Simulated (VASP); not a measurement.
# BaS in VASP: further runs

BaS is run at these levels: PBE, r2SCAN; tasks: single point.

Everything below comes from runs of VASP 6.6.1. Logs are shortened: lines on timing, memory, paths and dates and some standing lists are left out, and cuts for length are marked.

**1. The cell of the first run**

It takes space group Fm-3m (No. 225, cubic). The conventional cell has a = 6.691 Å, b = 6.691 Å, c = 6.691 Å, α = 90.00°, β = 90.00°, γ = 90.00°. Ba (site symmetry m-3m) has 6 S at 3.35 Å within 4.4 Å. Within 4.4 Å of S (site symmetry m-3m) lie 6 Ba at 3.35 Å.

**2. Single point, PBE (strain +4.2%)**

INCAR

```
SYSTEM = BaS
PREC = Accurate ; ENCUT = 520
EDIFF = 1E-7 ; ISMEAR = -1
SIGMA = 0.02 ; LREAL = .FALSE.
LASPH = .TRUE. ; NELM = 100
ALGO = Normal ; ISIF = 2
LWAVE = .FALSE. ; LCHARG = .FALSE.
GGA = PE ; NBANDS = 15
```

KPOINTS

```
regular mesh
0
G
  8 8 8
  0 0 0
```

POSCAR

```
BaS
1.0
    0.0000000000      3.3454065823      3.3454065823
    3.3454065823      0.0000000000      3.3454065823
    3.3454065823      3.3454065823      0.0000000000
Ba S
1 1
Direct
    0.0000000000      0.0000000000      0.0000000000
    0.5000000000      0.5000000000      0.5000000000
```

Potentials or basis: VASP PAW PBE potentials, release 64 (Ba_sv, S).

Started as:

```sh
$ cat potpaw_PBE.64/Ba_sv/POTCAR potpaw_PBE.64/S/POTCAR > POTCAR
$ mpirun -np 1 vasp_std > vasp.out
```

OUTCAR:

```text
SYSTEM = BaS
   PREC = Accurate
   ENCUT = 520
   EDIFF = 1E-7
   ISMEAR = -1
   LREAL = .FALSE.
   LASPH = .TRUE.
   NELM = 100
   ISIF = 2
   GGA = PE

 ion  position               nearest neighbor table
   1  0.000  0.000  0.000-   2 3.35   2 3.35   2 3.35   2 3.35   2 3.35   2 3.35
   2  0.500  0.500  0.500-   1 3.35   1 3.35   1 3.35   1 3.35   1 3.35   1 3.35

  LATTYP: Found a face centered cubic cell.
 ALAT       =     6.6908131646

  Lattice vectors:

 A1 = (   0.0000000000,   3.3454065823,   3.3454065823)
 A2 = (   3.3454065823,   0.0000000000,   3.3454065823)
 A3 = (   3.3454065823,   3.3454065823,   0.0000000000)

Analysis of symmetry for initial positions (statically):
=====================================================================
 Subroutine PRICEL returns:
 Original cell was already a primitive cell.

 Routine SETGRP: Setting up the symmetry group for a
 face centered cubic supercell.

 Subroutine GETGRP returns: Found 48 space group operations
 (whereof 48 operations were pure point group operations)
 out of a pool of 48 trial point group operations.

The static configuration has the point symmetry O_h .

Analysis of symmetry for dynamics (positions and initial velocities):
=====================================================================
 Subroutine PRICEL returns:
 Original cell was already a primitive cell.

 Routine SETGRP: Setting up the symmetry group for a
 face centered cubic supercell.

 Subroutine GETGRP returns: Found 48 space group operations
 (whereof 48 operations were pure point group operations)
 out of a pool of 48 trial point group operations.

The dynamic configuration has the point symmetry O_h .

 Subroutine INISYM returns: Found 48 space group operations
 (whereof 48 operations are pure point group operations),
 and found     1 'primitive' translations

----------------------------------------------------------------------------------------

                                     Primitive cell

  volume of cell :      74.8819

  direct lattice vectors                    reciprocal lattice vectors
     0.000000000  3.345406582  3.345406582    -0.149458664  0.149458664  0.149458664
     3.345406582  0.000000000  3.345406582     0.149458664 -0.149458664  0.149458664
     3.345406582  3.345406582  0.000000000     0.149458664  0.149458664 -0.149458664

  length of vectors
     4.731119360  4.731119360  4.731119360     0.258870001  0.258870001  0.258870001

  position of ions in fractional coordinates (direct lattice)
     0.000000000  0.000000000  0.000000000
     0.500000000  0.500000000  0.500000000

  ion indices of the primitive-cell ions
   primitive index   ion index
                 1           1
                 2           2

----------------------------------------------------------------------------------------

 KPOINTS: regular mesh

Automatic generation of k-mesh.
 Grid dimensions read from file:
 generate k-points for:    8    8    8

 Generating k-lattice:

  Cartesian coordinates                     Fractional coordinates (reciprocal lattice)
    -0.018682333  0.018682333  0.018682333     0.125000000  0.000000000  0.000000000
     0.018682333 -0.018682333  0.018682333     0.000000000  0.125000000  0.000000000
     0.018682333  0.018682333 -0.018682333     0.000000000  0.000000000  0.125000000

  Length of vectors
     0.032358750  0.032358750  0.032358750

  Shift w.r.t. Gamma in fractional coordinates (k-lattice)
     0.000000000  0.000000000  0.000000000

 Subroutine IBZKPT returns following result:
 ===========================================

 Found     29 irreducible k-points:

 Following reciprocal coordinates:
            Coordinates               Weight
  0.000000  0.000000  0.000000      1.000000
  0.125000  0.000000  0.000000      8.000000
  0.250000  0.000000  0.000000      8.000000
  0.375000  0.000000  0.000000      8.000000
  0.500000  0.000000  0.000000      4.000000
  0.125000  0.125000  0.000000      6.000000
[... 16 lines left out ...]
  0.500000  0.250000  0.125000     48.000000
 -0.375000  0.250000  0.125000     24.000000
 [... further k-points ...]
   k-points           NKPTS =     29   k-points in BZ     NKDIM =     29   number of bands    NBANDS=     15
   number of dos      NEDOS =    301   number of ions     NIONS =      2
   total plane-waves  NPLWV =  46656
   dimension x,y,z NGX =    36 NGY =   36 NGZ =   36
   dimension x,y,z NGXF=    72 NGYF=   72 NGZF=   72
   ions per type =               1   1
   NGX,Y,Z   is equivalent  to a cutoff of  12.65, 12.65, 12.65 a.u.
   NGXF,Y,Z  is equivalent  to a cutoff of  25.30, 25.30, 25.30 a.u.
 SYSTEM =  BaS
   PREC   = accura    normal or accurate (medium, high low for compatibility)
   ISTART =      0    job   : 0-new  1-cont  2-samecut
   ICHARG =      2    charge: 1-file 2-atom 10-const
   ISPIN  =      1    spin polarized calculation?
   LNONCOLLINEAR =      F non collinear calculations
   LSORBIT =      F    spin-orbit coupling
   LASPH  =      T    aspherical Exc in radial PAW
   ENCUT  =  520.0 eV  38.22 Ry    6.18 a.u.   8.80  8.80  8.80*2*pi/ulx,y,z
   NELM   =    100;   NELMIN=  2; NELMDL= -5     # of ELM steps
   EDIFF  = 0.1E-06   stopping-criterion for ELM
   LREAL  =      F    real-space projection
   EDIFFG = 0.1E-05   stopping-criterion for IOM
   NSW    =      0    number of steps for IOM
   IBRION =     -1    ionic relax: 0-MD 1-quasi-New 2-CG
   NFREE  =      0    steps in history (QN), initial steepest desc. (CG)
   ISIF   =      2    stress and relaxation
   ISYM   =      2    0-nonsym 1-usesym 2-fastsym
   POTIM  = 0.5000    time-step for ionic-motion
   TEBEG  =    0.0;   TEEND  =   0.0 temperature during run
   PSTRESS=    0.0 pullay stress
   NELECT =      16.0000    total number of electrons
   NUPDOWN=      -1.0000    fix difference up-down
   EMIN   =  10.00;   EMAX   =-10.00  energy-range for DOS
   EFERMI =   0.00;   METHOD = LEGACY
   ISMEAR =    -1;   SIGMA  =   0.02  broadening in eV -4-tet -1-fermi 0-gaus
   EFERMI_NEDOS =   21; number of points for ismear=-14 and -15
   IALGO  =     38    algorithm
   IMIX   =      4    mixing-type and parameters
     AMIX     =   0.40;   BMIX     =  1.00
     AMIX_MAG =   1.60;   BMIX_MAG =  1.00
  volume/ion in A,a.u.               =      37.44       252.66
  Fermi-wavevector in a.u.,A,eV,Ry     =   0.978714  1.849502 13.032771  0.957882
  Thomas-Fermi vector in A             =   2.109511
   LORBIT       =      0    0 simple, 1 ext, 2 COOP (PROOUT), +10 PAW based schemes
   GGA     = PE    functional components
   LHFCALC =     F    Hartree Fock is set to
   AEXX    =    0.0000 exact exchange contribution
   IVDW    =     0    specifies the selected vdW correction
   LEPSILON=     F    determine dielectric tensor
   LRPA    =     F    only Hartree local field effects (RPA)
 non-spin polarized calculation
  energy-cutoff  :      520.00
  volume of cell :       74.88
 maximum number of plane-waves:      2044
   NGX = 17   NGY = 17   NGZ = 17

 number of electron      16.0000000 magnetization

 Free energy of the ion-electron system (eV)
  ---------------------------------------------------
  ext. energy  EPLUGINS =         0.00000000
  ---------------------------------------------------
  free energy    TOTEN  =       -10.10400162 eV

  energy without entropy =      -10.10400162  energy(sigma->0) =      -10.10400162

 E-fermi :   1.2472     XC(G=0):  -8.0632

 val. band max:        0.7945153948   @ k =   0.0000   0.0000   0.0000
 cond. band min:       3.0818119833   @ k =   0.5000   0.5000   0.0000
 fundamental gap:      2.2872965885
 Fermi energy:         1.2471721613

 k-point     1 :       0.0000    0.0000    0.0000
  band No.  band energies     occupation
      1     -25.7567      2.00000
      2     -10.8183      2.00000
      3     -10.8183      2.00000
      4     -10.8183      2.00000
      5      -9.3676      2.00000
      6       0.7945      2.00000
      7       0.7945      2.00000
      8       0.7945      2.00000
      9       3.7591      0.00000
     10       4.5998      0.00000
     11       4.5998      0.00000
     12       4.5998      0.00000
     13       5.3879      0.00000
     14       5.3879      0.00000
     15       9.2586      0.00000

 k-point     2 :       0.1250    0.0000    0.0000
  band No.  band energies     occupation
      1     -25.7536      2.00000
      2     -10.9404      2.00000
      3     -10.8222      2.00000
      4     -10.8222      2.00000
      5      -9.2332      2.00000
      6       0.4370      2.00000
      7       0.6363      2.00000
      8       0.6363      2.00000
      9       4.2384      0.00000
     10       4.6579      0.00000
     11       4.7969      0.00000
     12       4.7969      0.00000
     13       5.7492      0.00000
     14       5.7492      0.00000
     15       9.7828      0.00000

 k-point     3 :       0.2500    0.0000    0.0000
  band No.  band energies     occupation
      1     -25.7459      2.00000
      2     -11.1766      2.00000
      3     -10.8314      2.00000
      4     -10.8314      2.00000
      5      -8.9665      2.00000
      6      -0.1968      2.00000
      7       0.3131      2.00000
      8       0.3131      2.00000
      9       4.7272      0.00000
     10       5.3444      0.00000
     11       5.3444      0.00000
     12       5.4235      0.00000
     13       6.6665      0.00000
     14       6.6665      0.00000
     15      10.6158      0.00000
[... 343 lines left out ...]
 k-point    23 :       0.5000    0.2500    0.1250
  band No.  band energies     occupation
      1     -25.7343      2.00000
      2     -11.2745      2.00000
      3     -10.9259      2.00000
      4     -10.8671      2.00000
      5      -8.8693      2.00000
      6      -0.4687      2.00000
      7       0.0554      2.00000
      8       0.3022      2.00000
      9       4.5716      0.00000
     10       5.8482      0.00000
     11       6.4520      0.00000
     12       6.5617      0.00000
     13       7.5744      0.00000
     14       8.6408      0.00000
     15       9.1507      0.00000

 k-point    24 :      -0.3750    0.2500    0.1250
  band No.  band energies     occupation
      1     -25.7317      2.00000
      2     -11.3072      2.00000
      3     -10.9321      2.00000
      4     -10.8802      2.00000
      5      -8.8381      2.00000
      6      -0.4904      2.00000
      7       0.0795      2.00000
      8       0.1043      2.00000
      9       5.2401      0.00000
     10       5.3784      0.00000
     11       6.8583      0.00000
     12       6.9145      0.00000
     13       7.8551      0.00000
     14       8.7604      0.00000
     15       9.1100      0.00000

 [... further k-points ...]
[... 5 lines left out ...]
  --------------------------------------------------------------------------------------
  -------------------------------------------------------------------------------------
  Total       -1.6283928     -1.6283928     -1.6283928      0.0000000     -0.0000000      0.0000000
  in kB      -34.8411938    -34.8411938    -34.8411938      0.0000000     -0.0000000      0.0000000
  external PRESSURE =     -34.8411938 kB  Pullay stress =       0.0000000 kB

 VOLUME and BASIS-vectors are now :
 -----------------------------------------------------------------------------
  energy-cutoff  :      520.00
  volume of cell :       74.88
      direct lattice vectors                 reciprocal lattice vectors
     0.000000000  3.345406582  3.345406582    -0.149458664  0.149458664  0.149458664
     3.345406582  0.000000000  3.345406582     0.149458664 -0.149458664  0.149458664
     3.345406582  3.345406582  0.000000000     0.149458664  0.149458664 -0.149458664

 POSITION                                       TOTAL-FORCE (eV/Angst)
 -----------------------------------------------------------------------------------
      0.00000      0.00000      0.00000         0.000000      0.000000      0.000000
      3.34541      3.34541      3.34541        -0.000000     -0.000000     -0.000000
 -----------------------------------------------------------------------------------
    total drift:                                0.000000      0.000000      0.000000

  FREE ENERGIE OF THE ION-ELECTRON SYSTEM (eV)
  ---------------------------------------------------
  free  energy   TOTEN  =       -10.1040016205 eV

  energy  without entropy=      -10.1040016205  energy(sigma->0) =      -10.10400162
```

Run time: 14 s. Hardware: 1 thread of Intel Xeon 6975P-C (Granite Rapids), shared host; peak memory 0.21 GiB.

Results:

| Property | Result |
| --- | --- |
| Free energy | -10.1040 eV |
| Pressure | -3.5 GPa |
| Band gap on the k mesh | 2.29 eV, indirect (least direct gap 2.48 eV) |

Caveat: the cell differs from its parent crystal (strain +4.2%); spin-orbit coupling is left out, which moves the levels of the heavy elements.

**3. Single point, r2SCAN (strain +4.2%)**

POSCAR is that of step 2.

INCAR.step1

```
SYSTEM = BaS
ALGO = Normal
EDIFF = 1E-4
ENCUT = 520
GGA = PE
ISMEAR = 0
LASPH = .TRUE.
LCHARG = .FALSE.
LREAL = .FALSE.
LWAVE = .TRUE.
NBANDS = 15
NELM = 100
PREC = Accurate
SIGMA = 0.01
```

INCAR.step2

```
SYSTEM = BaS
ALGO = Normal
EDIFF = 1E-6
ENCUT = 520
ISIF = 2
ISMEAR = 0
ISTART = 1
LASPH = .TRUE.
LCHARG = .FALSE.
LMIXTAU = .TRUE.
LREAL = .FALSE.
LWAVE = .FALSE.
METAGGA = R2SCAN
NBANDS = 15
NELM = 100
PREC = Accurate
SIGMA = 0.01
```

KPOINTS

```
k-points
0
G
  8 8 8
  0 0 0
```

Potentials or basis: VASP PAW PBE potentials, release 64 (Ba_sv, S).

Started as:

```sh
$ cat potpaw_PBE.64/Ba_sv/POTCAR potpaw_PBE.64/S/POTCAR > POTCAR
$ cp INCAR.step1 INCAR
$ mpirun -np 1 vasp_std > vasp.out
$ cp INCAR.step2 INCAR
$ mpirun -np 1 vasp_std > vasp.out
```

It took 58 s on 1 thread of Intel Xeon 6975P-C (Granite Rapids), shared host; peak memory 0.22 GiB.

The run converged. Its results:

```
Free energy            : -39.1065 eV
Pressure               : -3.8 GPa
Band gap on the k mesh : 2.64 eV, indirect (least direct gap 2.83 eV)
```

Levels at points of the mesh, in eV from the valence-band top:
```tsv
k point	band 4	band 5	band 6	band 7	band 8	band 9	band 10	band 11	band 12	band 13
(0.00, 0.00, 0.00)	-11.94	-10.60	0.00	0.00	0.00	3.54	4.24	4.24	4.24	5.15
(0.50, 0.00, 0.00)	-11.96	-9.83	-1.64	-0.84	-0.84	5.54	5.68	6.30	6.30	8.53
(0.50, 0.50, 0.00)	-12.05	-10.50	-0.64	-0.19	-0.19	2.64	5.89	6.14	7.29	7.29
```

Caveat: the cell differs from its parent crystal (strain +4.2%); the PAW data sets were made with another functional, which shifts forces and pressure a little; spin-orbit coupling is left out, which moves the levels of the heavy elements.

**4. Single point, PBE (uniaxial z strain +3.3%)**

INCAR

```
SYSTEM = BaS
PREC     = Accurate       ! precision mode
ENCUT    = 520            ! plane-wave cutoff, eV
EDIFF    = 1E-6           ! SCF threshold, eV
ISMEAR   = -1             ! smearing method
SIGMA    = 0.02           ! smearing width, eV
LREAL    = .False.        ! projectors in reciprocal space
LASPH    = .True.         ! aspherical terms in the spheres
NELM     = 60             ! most SCF steps
ALGO     = Normal         ! electronic algorithm
ISIF     = 2              ! what is computed and relaxed
LWAVE    = .False.        ! write WAVECAR
LCHARG   = .True.         ! write CHGCAR
GGA      = PE             ! functional
LELF     = .True.         ! ELF
LVHAR    = .True.       
NBANDS   = 15             ! bands
```

KPOINTS

```
Automatic mesh
0
Gamma
  8 8 8
  0 0 0
```

POSCAR

```
BaS
1.0
    0.0000000000      3.2117958739      3.3181063173
    3.2117958739      0.0000000000      3.3181063173
    3.2117958739      3.2117958739      0.0000000000
Ba S
1 1
Direct
    0.0000000000      0.0000000000      0.0000000000
    0.5000000000      0.5000000000      0.5000000000
```

Started as:

```sh
$ cat potpaw_PBE.64/Ba_sv/POTCAR potpaw_PBE.64/S/POTCAR > POTCAR
$ mpirun -np 1 vasp_std > vasp.out
```

Run time: 23 s. Hardware: 1 thread of Intel Xeon 6975P-C (Granite Rapids), shared host; peak memory 0.24 GiB.

It converged, with:

* Free energy: -10.1821 eV
* Pressure: -0.6 GPa
* Band gap on the k mesh: 2.15 eV, indirect (least direct gap 2.31 eV)

Stress tensor (GPa, compression positive):
```
 0.10  0.00  0.00
 0.00  0.10  0.00
 0.00  0.00 -1.96
```

Levels at points of the mesh, in eV from the valence-band top:
```
           k point  band 4  band 5  band 6  band 7  band 8  band 9  band 10  band 11  band 12  band 13
(0.00, 0.00, 0.00)  -11.32  -10.32   -0.08    0.00    0.00    3.30     3.69     3.90     3.90     4.66
(0.50, 0.00, 0.00)  -11.34   -9.28   -1.86   -1.04   -1.02    5.34     5.50     6.06     6.13     8.27
(0.50, 0.50, 0.00)  -11.46  -10.22   -0.69   -0.15   -0.15    2.17     5.70     5.73     7.20     7.20
(0.50, 0.00, 0.50)  -11.48  -10.22   -0.55   -0.25   -0.16    2.15     5.58     5.93     7.04     7.33
```

Caveat: the cell differs from its parent crystal (uniaxial z strain +3.3%); spin-orbit coupling is left out, which moves the levels of the heavy elements. A k mesh can miss the band edges.

(Continued in part 2 of 2.)
